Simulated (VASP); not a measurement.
# Hf (P6_3/mmc) in VASP: further runs, part 2 of 2

VASP 6.6.1. The steps go on from the part before.

### 5 Single point, PBE

INCAR reads:

```
SYSTEM = Hf
ALGO = Normal
EDIFF = 1E-7
ENCUT = 520
GGA = PE
ISIF = 2
ISMEAR = -1
LASPH = .TRUE.
LCHARG = .FALSE.
LREAL = .FALSE.
LWAVE = .FALSE.
NBANDS = 17
NELM = 80
PREC = Accurate
SIGMA = 0.2
```

KPOINTS reads:

```
k-points
0
G
  11 11 6
  0 0 0
```

POSCAR reads:

```
Hf
1.0
    3.2045059552      0.0000000000      0.0000000000
   -1.6022529776      2.7751835638      0.0000000000
    0.0000000000      0.0000000000      5.0738215932
Hf
2
Direct
    0.3333333333      0.6666666667      0.2500000000
    0.6666666667      0.3333333333      0.7500000000
```

Potentials or basis: VASP PAW PBE potentials, release 64 (Hf_pv).

Command:

```bash
cat potpaw_PBE.64/Hf_pv/POTCAR > POTCAR
mpirun -np 1 vasp_std > vasp.out
```

OUTCAR:

```text
SYSTEM = Hf
   EDIFF = 1E-7
   ENCUT = 520
   GGA = PE
   ISIF = 2
   ISMEAR = -1
   LASPH = .TRUE.
   LREAL = .FALSE.
   NELM = 80
   PREC = Accurate

 ion  position               nearest neighbor table
   1  0.333  0.667  0.250-   2 3.14   2 3.14   2 3.14   2 3.14   2 3.14   2 3.14
   2  0.667  0.333  0.750-   1 3.14   1 3.14   1 3.14   1 3.14   1 3.14   1 3.14

  LATTYP: Found a hexagonal cell.
 ALAT       =     3.2045059552
 C/A-ratio  =     1.5833397298

  Lattice vectors:

 A1 = (   3.2045059552,   0.0000000000,   0.0000000000)
 A2 = (  -1.6022529776,   2.7751835638,   0.0000000000)
 A3 = (   0.0000000000,   0.0000000000,   5.0738215932)

Analysis of symmetry for initial positions (statically):
=====================================================================
 Subroutine PRICEL returns:
 Original cell was already a primitive cell.

 Routine SETGRP: Setting up the symmetry group for a
 hexagonal supercell.

 Subroutine GETGRP returns: Found 24 space group operations
 (whereof 12 operations were pure point group operations)
 out of a pool of 24 trial point group operations.

The static configuration has the point symmetry D_3d.
 The point group associated with its full space group is D_6h.

Analysis of symmetry for dynamics (positions and initial velocities):
=====================================================================
 Subroutine PRICEL returns:
 Original cell was already a primitive cell.

 Routine SETGRP: Setting up the symmetry group for a
 hexagonal supercell.

 Subroutine GETGRP returns: Found 24 space group operations
 (whereof 12 operations were pure point group operations)
 out of a pool of 24 trial point group operations.

The dynamic configuration has the point symmetry D_3d.
 The point group associated with its full space group is D_6h.

 Subroutine INISYM returns: Found 24 space group operations
 (whereof 12 operations are pure point group operations),
 and found     1 'primitive' translations

----------------------------------------------------------------------------------------

                                     Primitive cell

  volume of cell :      45.1220

  direct lattice vectors                    reciprocal lattice vectors
     3.204505955  0.000000000  0.000000000     0.312060584  0.180168262  0.000000000
    -1.602252978  2.775183564  0.000000000     0.000000000  0.360336524  0.000000000
     0.000000000  0.000000000  5.073821593     0.000000000  0.000000000  0.197090099

  length of vectors
     3.204505955  3.204505955  5.073821593     0.360336524  0.360336524  0.197090099

  position of ions in fractional coordinates (direct lattice)
     0.333333333  0.666666667  0.250000000
     0.666666667  0.333333333  0.750000000

  ion indices of the primitive-cell ions
   primitive index   ion index
                 1           1
                 2           2

----------------------------------------------------------------------------------------

 KPOINTS: k-points

Automatic generation of k-mesh.
 Grid dimensions read from file:
 generate k-points for:   11   11    6

 Generating k-lattice:

  Cartesian coordinates                     Fractional coordinates (reciprocal lattice)
     0.028369144  0.016378933  0.000000000     0.090909091  0.000000000  0.000000000
     0.000000000  0.032757866  0.000000000     0.000000000  0.090909091  0.000000000
     0.000000000  0.000000000  0.032848350     0.000000000  0.000000000  0.166666667

  Length of vectors
     0.032757866  0.032757866  0.032848350

  Shift w.r.t. Gamma in fractional coordinates (k-lattice)
     0.000000000  0.000000000  0.000000000

 Subroutine IBZKPT returns following result:
 ===========================================

 Found     64 irreducible k-points:

 Following reciprocal coordinates:
            Coordinates               Weight
  0.000000  0.000000  0.000000      1.000000
  0.090909 -0.000000  0.000000      6.000000
  0.181818 -0.000000  0.000000      6.000000
  0.272727  0.000000  0.000000      6.000000
  0.363636 -0.000000  0.000000      6.000000
  0.454545 -0.000000  0.000000      6.000000
[... 16 lines left out ...]
  0.090909  0.090909  0.166667     12.000000
  0.181818  0.090909  0.166667     24.000000
 [... further k-points ...]
   k-points           NKPTS =     64   k-points in BZ     NKDIM =     64   number of bands    NBANDS=     17
   number of dos      NEDOS =    301   number of ions     NIONS =      2
   total plane-waves  NPLWV =  23040
   dimension x,y,z NGX =    24 NGY =   24 NGZ =   40
   dimension x,y,z NGXF=    48 NGYF=   48 NGZF=   80
   ions per type =               2
   NGX,Y,Z   is equivalent  to a cutoff of  12.45, 12.45, 13.11 a.u.
   NGXF,Y,Z  is equivalent  to a cutoff of  24.90, 24.90, 26.21 a.u.
 SYSTEM =  Hf
   PREC   = accura    normal or accurate (medium, high low for compatibility)
   ISTART =      0    job   : 0-new  1-cont  2-samecut
   ICHARG =      2    charge: 1-file 2-atom 10-const
   ISPIN  =      1    spin polarized calculation?
   LNONCOLLINEAR =      F non collinear calculations
   LSORBIT =      F    spin-orbit coupling
   LASPH  =      T    aspherical Exc in radial PAW
   ENCUT  =  520.0 eV  38.22 Ry    6.18 a.u.   5.96  5.96  9.43*2*pi/ulx,y,z
   NELM   =     80;   NELMIN=  2; NELMDL= -5     # of ELM steps
   EDIFF  = 0.1E-06   stopping-criterion for ELM
   LREAL  =      F    real-space projection
   EDIFFG = 0.1E-05   stopping-criterion for IOM
   NSW    =      0    number of steps for IOM
   IBRION =     -1    ionic relax: 0-MD 1-quasi-New 2-CG
   NFREE  =      0    steps in history (QN), initial steepest desc. (CG)
   ISIF   =      2    stress and relaxation
   ISYM   =      2    0-nonsym 1-usesym 2-fastsym
   POTIM  = 0.5000    time-step for ionic-motion
   TEBEG  =    0.0;   TEEND  =   0.0 temperature during run
   PSTRESS=    0.0 pullay stress
   NELECT =      20.0000    total number of electrons
   NUPDOWN=      -1.0000    fix difference up-down
   EMIN   =  10.00;   EMAX   =-10.00  energy-range for DOS
   EFERMI =   0.00;   METHOD = LEGACY
   ISMEAR =    -1;   SIGMA  =   0.20  broadening in eV -4-tet -1-fermi 0-gaus
   EFERMI_NEDOS =   21; number of points for ismear=-14 and -15
   IALGO  =     38    algorithm
   IMIX   =      4    mixing-type and parameters
     AMIX     =   0.40;   BMIX     =  1.00
     AMIX_MAG =   1.60;   BMIX_MAG =  1.00
  volume/ion in A,a.u.               =      22.56       152.25
  Fermi-wavevector in a.u.,A,eV,Ry     =   1.248213  2.358781 21.198375  1.558037
  Thomas-Fermi vector in A             =   2.382310
   LORBIT       =      0    0 simple, 1 ext, 2 COOP (PROOUT), +10 PAW based schemes
   GGA     = PE    functional components
   LHFCALC =     F    Hartree Fock is set to
   AEXX    =    0.0000 exact exchange contribution
   IVDW    =     0    specifies the selected vdW correction
   LEPSILON=     F    determine dielectric tensor
   LRPA    =     F    only Hartree local field effects (RPA)
 non-spin polarized calculation
  energy-cutoff  :      520.00
  volume of cell :       45.12
 maximum number of plane-waves:      1231
 NGX is ok and might be reduce to    24
   NGX = 11   NGY = 11   NGZ = 19

 number of electron      20.0000006 magnetization

 Free energy of the ion-electron system (eV)
  ---------------------------------------------------
  ext. energy  EPLUGINS =         0.00000000
  ---------------------------------------------------
  free energy    TOTEN  =       -19.97049630 eV

  energy without entropy =      -19.70100741  energy(sigma->0) =      -19.83575186

 E-fermi :   4.8022     XC(G=0): -11.2441

 val. band max:        4.8015033389   @ k =   0.1818  -0.0000   0.1667
 cond. band min:       4.8151063296   @ k =   0.0000   0.0000   0.3333
 fundamental gap:      0.0136029907
 Fermi energy:         4.8021664717

 k-point     1 :       0.0000    0.0000    0.0000
  band No.  band energies     occupation
      1     -26.1983      2.00000
      2     -25.4910      2.00000
      3     -25.4910      2.00000
      4     -25.3670      2.00000
      5     -25.3670      2.00000
      6     -25.3560      2.00000
[... 9 lines left out ...]
     16       7.4954      0.00000
     17      10.1611      0.00000

 k-point     2 :       0.0909   -0.0000    0.0000
  band No.  band energies     occupation
      1     -26.1776      2.00000
      2     -25.5350      2.00000
      3     -25.5057      2.00000
      4     -25.4134      2.00000
      5     -25.3730      2.00000
      6     -25.3655      2.00000
[... 9 lines left out ...]
     16       7.2666      0.00001
     17      10.3442      0.00000
[... 421 lines left out ...]
 k-point    24 :       0.1818    0.0909    0.1667
  band No.  band energies     occupation
      1     -26.0441      2.00000
      2     -25.7130      2.00000
      3     -25.6776      2.00000
      4     -25.5608      2.00000
      5     -25.4371      2.00000
      6     -25.4235      2.00000
[... 9 lines left out ...]
     16       8.5408      0.00000
     17      10.6696      0.00000

 [... further k-points ...]
[... 5 lines left out ...]
  --------------------------------------------------------------------------------------
  -------------------------------------------------------------------------------------
  Total       -0.0841013     -0.0841013      0.0558989     -0.0000000      0.0000000      0.0000000
  in kB       -2.9862455     -2.9862455      1.9848419     -0.0000000      0.0000000      0.0000000
  external PRESSURE =      -1.3292164 kB  Pullay stress =       0.0000000 kB

 VOLUME and BASIS-vectors are now :
 -----------------------------------------------------------------------------
  energy-cutoff  :      520.00
  volume of cell :       45.12
      direct lattice vectors                 reciprocal lattice vectors
     3.204505955  0.000000000  0.000000000     0.312060584  0.180168262  0.000000000
    -1.602252978  2.775183564  0.000000000     0.000000000  0.360336524  0.000000000
     0.000000000  0.000000000  5.073821593     0.000000000  0.000000000  0.197090099

 POSITION                                       TOTAL-FORCE (eV/Angst)
 -----------------------------------------------------------------------------------
     -0.00000      1.85012      1.26846        -0.000000      0.000000      0.000000
      1.60225      0.92506      3.80537         0.000000     -0.000000      0.000000
 -----------------------------------------------------------------------------------
    total drift:                               -0.000000      0.000000     -0.000000

  FREE ENERGIE OF THE ION-ELECTRON SYSTEM (eV)
  ---------------------------------------------------
  free  energy   TOTEN  =       -19.9704963001 eV

  energy  without entropy=      -19.7010074105  energy(sigma->0) =      -19.83575186
```

Run time: 58 s. Hardware: 1 thread of Intel Xeon 8259CL, shared host; peak memory 0.18 GiB.

What came out:

| Item | Value |
| --- | --- |
| Free energy | -19.9705 eV |
| Pressure | -0.1 GPa |
| Band gap on the k mesh | zero (band 10 reaches 6.04 eV, above the bottom of band 11 at 4.56 eV) |

Caveat: spin-orbit coupling is left out, which moves the levels of the heavy elements.

### 6 Overview

| smearing | gap on the mesh (eV) | pressure (GPa) |
| --- | --- | --- |
| fermi-dirac 0.1 eV | none | -0.4 |
| fermi-dirac 0.01 eV | none | -0.3 |
| fermi-dirac 0.03 eV | none | -0.4 |
| fermi-dirac 0.2 eV | none | -0.1 |

Alike in all rows: task single point; level PBE; potentials or basis VASP PAW PBE potentials, release 64 (Hf_pv); no spin polarisation; cell as given; k mesh 11 × 11 × 6; cutoff (eV) 520.

Every run on the cell as given and a fine mesh finds a metal.

Caveats: spin-orbit coupling is left out, which moves the levels of the heavy elements.

Total energies depend on the potentials used, so only differences within one code and one set of settings carry meaning.
